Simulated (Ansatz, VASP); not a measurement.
One calculation of ZnS, two programs

The input INCAR:

```
PREC = Accurate
ENCUT = 520
EDIFF = 1E-6
ISMEAR = 0
SIGMA = 0.05
LREAL = F
LASPH = T
NELM = 100
ALGO = Normal
ISIF = 2
LWAVE = F
LCHARG = F
GGA = PE
NBANDS = 16
```

KPOINTS

```
Automatic mesh
0
Gamma
  10 10 10
```

POSCAR

```
ZnS
1.0
    0.0000000000      2.7452197500      2.7452197500
    2.7452197500      0.0000000000      2.7452197500
    2.7452197500      2.7452197500      0.0000000000
Zn S
1 1
Direct
    0.0000000000      0.0000000000      0.0000000000
    0.7500000000      0.7500000000      0.7500000000
```

Input for Ansatz:

```yaml
crystal:
  lattice:
    - [0.0, 2.74521975, 2.74521975]
    - [2.74521975, 0.0, 2.74521975]
    - [2.74521975, 2.74521975, 0.0]
  atoms:
    - { symbol: Zn, position: [0.0, 0.0, 0.0] }
    - { symbol: S, position: [0.75, 0.75, 0.75] }
basis:
  ecutwfc: 420
kpoints:
  mp_grid: { grid: [10, 10, 10] }
hamiltonian:
  xc: pbe
scf:
  occupations: { method: gaussian, width: 0.05 }
output:
  forces: true
  stress: true
  eigenvalues: true
```

Change from the starting cell: strain +0.015 along x and y, +0.015 along z, atoms carried along.

Alike in both runs: task single point; functional PBE; k mesh 10 × 10 × 10; occupations gaussian, width 0.05 eV; no spin polarisation.

```csv
,VASP,Ansatz
version,VASP 6.6.1,Ansatz 0.2.0
potentials or method,"VASP PAW PBE potentials, release 64 (Zn, S), cutoff 520 eV","scalar-relativistic, plane waves, PAW"
valence electrons in the cell,18,18
```

|  | VASP | Ansatz | Ansatz less VASP |
| --- | --- | --- | --- |
| gap on the k mesh at the Fermi level (eV) | 1.91 | 1.91 | -0.003 |
| least direct gap on the mesh (eV) | 1.91 | 1.91 | -0.003 |
| pressure (GPa) | -1.6 | -1.7 | -0.13 |
